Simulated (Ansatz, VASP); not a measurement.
Two plane-wave programs on SiAs3

```
CELL_PARAMETERS angstrom
4.18652 0.00000 0.00000
0.00000 4.18652 0.00000
0.00000 0.00000 4.18652
ATOMIC_POSITIONS crystal
Si 0.00000 0.00000 0.00000
As 0.00000 0.50000 0.50000
As 0.50000 0.00000 0.50000
As 0.50000 0.50000 0.00000
```

Alike in both runs: functional r2SCAN; k mesh 12 × 12 × 12; occupations gaussian, width 0.1 eV; no spin polarisation.

Ansatz relaxed the structure, and its values are those at the end. VASP's run is a single point on that final structure, the one shown.

```csv
,VASP,Ansatz
version,VASP 6.6.1,Ansatz 0.2.0
potentials or method,"VASP PAW PBE potentials, release 64 (Si, As), cutoff 520 eV","scalar-relativistic, plane waves, PAW"
valence electrons in the cell,19,49
```

|  | VASP | Ansatz | Ansatz less VASP |
| --- | --- | --- | --- |
| gap on the k mesh at the Fermi level (eV) | none | none | - |
| pressure (GPa) | 0.0 | 0.0 | +0.02 |

VASP's potentials were made for PBE, not for r2SCAN. A gap of «none» marks a metal or a gap that the smearing closes. VASP's potentials hold 19 valence electrons a cell and Ansatz's 49, so a difference there can come from the potentials and not from the codes.
